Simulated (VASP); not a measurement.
# ZrO2 (P4_2/nmc) in VASP: elastic constants with PBE

Aim: the elastic constants of ZrO2 with PBE.

Program: VASP 6.6.1. These are calculated values, not measurements. Logs are shortened: lines on timing, memory, paths and dates and some standing lists are left out, and cuts for length are marked.

**1. The cell of the first run**

It takes space group P4_2/nmc (No. 137, tetragonal). The conventional cell has a = 3.586 Å, b = 3.586 Å, c = 5.178 Å, α = 90.00°, β = 90.00°, γ = 90.00°. Within 2.7 Å of Zr (site symmetry -4m2) lie 8 O at 2.08 to 2.37 Å. O (site symmetry 2mm) has 4 Zr at 2.08 to 2.37 Å and 6 O at 2.58 to 2.59 Å within 2.7 Å.

**2. Elastic constants, PBE**

Contents of INCAR:

```
ALGO     = Normal         # electronic algorithm
EDIFF    = 1E-8           # SCF threshold, eV
ENCUT    = 600            # plane-wave cutoff, eV
GGA      = PE             # functional
GGA_COMPAT= False        
IBRION   = 6              # ionic algorithm
ISIF     = 3              # what is computed and relaxed
ISMEAR   = 0              # smearing method
KPAR     = 4            
LASPH    = True           # aspherical terms in the spheres
LCHARG   = True           # write CHGCAR
LREAL    = False          # projectors in reciprocal space
LWAVE    = False          # write WAVECAR
NELM     = 120            # most SCF steps
NFREE    = 2            
NSW      = 1              # ionic steps
POTIM    = 0.015          # step
PREC     = Accurate       # precision mode
SIGMA    = 0.01           # smearing width, eV
```

Contents of KPOINTS:

```
k-points
0
Gamma
  6 6 6
```

Contents of POSCAR:

```
ZrO2
1.0
    3.5858644711      0.0000000000      0.0000000000
    0.0000000000      3.5858644711      0.0000000000
    0.0000000000      0.0000000000      5.1775495480
Zr O
2 4
Direct
    0.0000000000      0.0000000000      0.0000000000
    0.5000000000      0.5000000000      0.5000000000
    0.0000000000      0.5000000000      0.2019983766
    0.0000000000      0.5000000000      0.7019983766
    0.5000000000      0.0000000000      0.2980016234
    0.5000000000      0.0000000000      0.7980016234
```

Potentials or basis: VASP PAW PBE potentials, release 64 (Zr_sv, O).

The run is started by

```console
$ cat potpaw_PBE.64/Zr_sv/POTCAR potpaw_PBE.64/O/POTCAR > POTCAR
$ mpirun -np 4 vasp_std > vasp.out
```

OUTCAR:

```text
EDIFF = 1E-8
   ENCUT = 600
   GGA = PE
   IBRION = 6
   ISIF = 3
   ISMEAR = 0
   LASPH = True
   LREAL = False
   NELM = 120
   NFREE = 2
   NSW = 1
   POTIM = 0.015
   PREC = Accurate

 ion  position               nearest neighbor table
   1  0.000  0.000  0.000-   3 2.08   6 2.08   3 2.08   6 2.08   5 2.37   4 2.37   5 2.37   4 2.37
                             2 3.62   2 3.62   2 3.62   2 3.62   2 3.62   2 3.62   2 3.62   2 3.62
   2  0.500  0.500  0.500-   4 2.08   5 2.08   5 2.08   4 2.08   3 2.37   6 2.37   3 2.37   6 2.37
                             1 3.62   1 3.62   1 3.62   1 3.62   1 3.62   1 3.62   1 3.62   1 3.62
   3  0.000  0.500  0.202-   1 2.08   1 2.08   2 2.37   2 2.37
   4  0.000  0.500  0.702-   2 2.08   2 2.08   1 2.37   1 2.37
   5  0.500  0.000  0.298-   2 2.08   2 2.08   1 2.37   1 2.37
   6  0.500  0.000  0.798-   1 2.08   1 2.08   2 2.37   2 2.37

  LATTYP: Found a simple tetragonal cell.
 ALAT       =     3.5858644711
 C/A-ratio  =     1.4438776450

  Lattice vectors:

 A1 = (   3.5858644711,   0.0000000000,   0.0000000000)
 A2 = (   0.0000000000,   3.5858644711,   0.0000000000)
 A3 = (   0.0000000000,   0.0000000000,   5.1775495480)

Analysis of symmetry for initial positions (statically):
=====================================================================
 Subroutine PRICEL returns:
 Original cell was already a primitive cell.

 Routine SETGRP: Setting up the symmetry group for a
 simple tetragonal supercell.

 Subroutine GETGRP returns: Found 16 space group operations
 (whereof  8 operations were pure point group operations)
 out of a pool of 16 trial point group operations.

The static configuration has the point symmetry D_2d.
 The point group associated with its full space group is D_4h.

Analysis of symmetry for dynamics (positions and initial velocities):
=====================================================================
 Subroutine PRICEL returns:
 Original cell was already a primitive cell.

 Routine SETGRP: Setting up the symmetry group for a
 simple tetragonal supercell.

 Subroutine GETGRP returns: Found 16 space group operations
 (whereof  8 operations were pure point group operations)
 out of a pool of 16 trial point group operations.

The dynamic configuration has the point symmetry D_2d.
 The point group associated with its full space group is D_4h.

 Subroutine INISYM returns: Found 16 space group operations
 (whereof  8 operations are pure point group operations),
 and found     1 'primitive' translations

----------------------------------------------------------------------------------------

                                     Primitive cell

  volume of cell :      66.5751

  direct lattice vectors                    reciprocal lattice vectors
     3.585864471  0.000000000  0.000000000     0.278872782  0.000000000  0.000000000
     0.000000000  3.585864471  0.000000000     0.000000000  0.278872782  0.000000000
     0.000000000  0.000000000  5.177549548     0.000000000  0.000000000  0.193141561

  length of vectors
     3.585864471  3.585864471  5.177549548     0.278872782  0.278872782  0.193141561

  position of ions in fractional coordinates (direct lattice)
     0.000000000  0.000000000  0.000000000
     0.500000000  0.500000000  0.500000000
     0.000000000  0.500000000  0.201998377
[... 137 lines left out ...]

  FORCE on cell =-STRESS in cart. coord.  units (eV):
  Direction    XX          YY          ZZ          XY          YZ          ZX
  --------------------------------------------------------------------------------------
  -------------------------------------------------------------------------------------
  Total        2.9749683      2.9749683      2.9368322      0.0000000      0.0000000     -0.0000000
  in kB       71.5947067     71.5947067     70.6769364      0.0000000      0.0000000     -0.0000000
  external PRESSURE =      71.2887832 kB  Pullay stress =       0.0000000 kB
[... 101 lines left out ...]
  FREE ENERGIE OF THE ION-ELECTRON SYSTEM (eV)
  ---------------------------------------------------
  free  energy   TOTEN  =       -57.2218080368 eV

  energy  without entropy=      -57.2218080368  energy(sigma->0) =      -57.22180804

[... ionic steps 4 to 20 ...]

--------------------------------------- Ionic step       21  -------------------------------------------

 number of electron      47.9999992 magnetization

------------------------ aborting loop because EDIFF is reached ----------------------------------------
[... 75 lines left out ...]
--------------------------------------- Ionic step       23  -------------------------------------------

 number of electron      47.9999997 magnetization

 Free energy of the ion-electron system (eV)
  ---------------------------------------------------
  ext. energy  EPLUGINS =         0.00000000
  ---------------------------------------------------
  free energy    TOTEN  =       -57.28706509 eV

  energy without entropy =      -57.28706509  energy(sigma->0) =      -57.28706509

 E-fermi :   6.5857     XC(G=0): -11.7191

 val. band max:        6.4931499937   @ k =   0.1667   0.1667   0.0000
 cond. band min:      10.5633647848   @ k =   0.0000   0.0000   0.0000
 fundamental gap:      4.0702147911
 Fermi energy:         6.5857352116

 k-point     1 :       0.0000    0.0000    0.0000
  band No.  band energies     occupation
      1     -40.8766      2.00000
      2     -40.8092      2.00000
      3     -19.4670      2.00000
      4     -18.9023      2.00000
      5     -18.9009      2.00000
      6     -18.7766      2.00000
[... 733 lines left out ...]
     27      11.5020      0.00000
     28      11.5216      0.00000

 [... further k-points ...]

------------------------ aborting loop because EDIFF is reached ----------------------------------------

  FORCE on cell =-STRESS in cart. coord.  units (eV):
  Direction    XX          YY          ZZ          XY          YZ          ZX
  --------------------------------------------------------------------------------------
  -------------------------------------------------------------------------------------
  Total        2.9115172      3.1504324      3.0595039      0.0000000      0.0000000      0.0000000
  in kB       70.0677121     75.8173738     73.6291163      0.0000000      0.0000000      0.0000000
  external PRESSURE =      73.1714008 kB  Pullay stress =       0.0000000 kB
[... 21 lines left out ...]
  FREE ENERGIE OF THE ION-ELECTRON SYSTEM (eV)
  ---------------------------------------------------
  free  energy   TOTEN  =       -57.2870650946 eV

  energy  without entropy=      -57.2870650946  energy(sigma->0) =      -57.28706509

 INTERNAL STRAIN TENSORS FROM STRAINED CELLS
 ============================================

 INTERNAL STRAIN TENSOR FOR ION    1 for displacements in x,y,z  (eV/Angst):
          X           Y           Z          XY          YZ          ZX
  --------------------------------------------------------------------------------
  x     0.00000     0.00000     0.00000     0.00000     0.00000   -10.59538
  y     0.00000     0.00000    -0.00000     0.00000    10.58843     0.00000
  z   -17.53660    17.53644    -0.00000    -0.00093    -0.00016     0.00001

 INTERNAL STRAIN TENSORS FROM DISPLACED ATOMS
 ============================================

 INTERNAL STRAIN TENSOR FOR ION    1 for displacements in x,y,z  (eV/Angst):
          X           Y           Z          XY          YZ          ZX
  --------------------------------------------------------------------------------
  x     0.00000     0.00000     0.00000     0.00000     0.00000   -10.58159
  y     0.00000     0.00000     0.00000     0.00000    10.58159     0.00000
  z   -17.49522    17.49522     0.00000     0.00000     0.00000     0.00000

 INTERNAL STRAIN TENSOR FOR ION    6 for displacements in x,y,z  (eV/Angst):
          X           Y           Z          XY          YZ          ZX
  --------------------------------------------------------------------------------
  x     0.00000     0.00000     0.00000     0.00000     0.00000     9.08808
  y     0.00000     0.00000     0.00000     0.00000    -3.84975     0.00000
  z    11.36347    -4.41275     7.91785     0.00000     0.00000     0.00000

 Eigenvectors and eigenvalues of the dynamical matrix
 ----------------------------------------------------

   1 f  =   19.496798 THz   122.501993 2PiTHz  650.343167 cm-1    80.632240 meV
             X         Y         Z           dx          dy          dz
      0.000000  0.000000  0.000000    -0.000000    0.000000    0.000000
      1.792932  1.792932  2.588775     0.000000   -0.000000   -0.000000
      0.000000  1.792932  1.045857     0.000000   -0.000000   -0.500000
      0.000000  1.792932  3.634631    -0.000000   -0.000000    0.500000
      1.792932  0.000000  1.542918    -0.000000    0.000000   -0.500000
      1.792932  0.000000  4.131693     0.000000    0.000000    0.500000
[... 145 lines left out ...]
  18 f/i=    0.004110 THz     0.025825 2PiTHz    0.137102 cm-1     0.016999 meV
             X         Y         Z           dx          dy          dz
      0.000000  0.000000  0.000000     0.524698    0.307386    0.000000
      1.792932  1.792932  2.588775     0.524698    0.307386    0.000000
      0.000000  1.792932  1.045857     0.220389    0.128838    0.000000
      0.000000  1.792932  3.634631     0.219923    0.129111    0.000000
      1.792932  0.000000  1.542918     0.220389    0.128838    0.000000
      1.792932  0.000000  4.131693     0.219923    0.129111    0.000000

--------------------------------------------------------------------------------------------------------

 ELASTIC MODULI CONTR FROM IONIC RELAXATION (kBar)
 Direction    XX          YY          ZZ          XY          YZ          ZX
 --------------------------------------------------------------------------------
 XX        -748.4628    253.6671   -563.6424      0.0000      0.0000      0.0000
 YY         253.6671   -748.4628   -563.6424      0.0000      0.0000      0.0000
 ZZ        -563.6424   -563.6424  -1284.1371      0.0000      0.0000      0.0000
 XY           0.0000      0.0000      0.0000      0.0000      0.0000      0.0000
 YZ           0.0000      0.0000      0.0000      0.0000   -580.2406     -0.0000
 ZX           0.0000      0.0000      0.0000      0.0000     -0.0000   -580.2408
 --------------------------------------------------------------------------------

 TOTAL ELASTIC MODULI (kBar)
 Direction    XX          YY          ZZ          XY          YZ          ZX
 --------------------------------------------------------------------------------
 XX        3782.3565   2279.0211    710.4515     -0.0000      0.0000      0.0000
 YY        2279.0211   3782.3565    710.4515      0.0000      0.0000      0.0000
 ZZ         710.4515    710.4515   3181.3703      0.0000      0.0000      0.0000
 XY          -0.0000      0.0000      0.0000   1701.1306      0.0000      0.0000
 YZ           0.0000      0.0000      0.0000      0.0000    370.2397     -0.0000
 ZX           0.0000      0.0000      0.0000      0.0000     -0.0000    370.2397
 --------------------------------------------------------------------------------
```

Run time: 5.8 min. Hardware: 4 MPI ranks of AMD EPYC 9R45 (Zen 5), shared host; peak memory 0.38 GiB.

What came out:

| Property | Result |
| --- | --- |
| Voigt bulk modulus | 202 GPa |
| Highest phonon frequency at Γ, LO-TO splitting left out | 650 cm⁻¹ |

Phonon frequencies in cm⁻¹ (negative: imaginary):
```
              q point                                                        frequencies
(0.000, 0.000, 0.000)  0 0 0 121 121 139 139 283 311 334 442 442 447 447 593 646 646 650
```

Elastic tensor in Voigt notation (GPa, in the Cartesian axes of the cell as first typed):
```
378 228  71   0   0   0
228 378  71   0   0   0
 71  71 318   0   0   0
  0   0   0  37   0   0
  0   0   0   0  37   0
  0   0   0   0   0 170
```

Clamped-ion elastic tensor (GPa):
```
453 203 127   0   0   0
203 453 127   0   0   0
127 127 447   0   0   0
  0   0   0  95   0   0
  0   0   0   0  95   0
  0   0   0   0   0 170
```

Caveat: the cell is under stress, which shifts elastic constants.
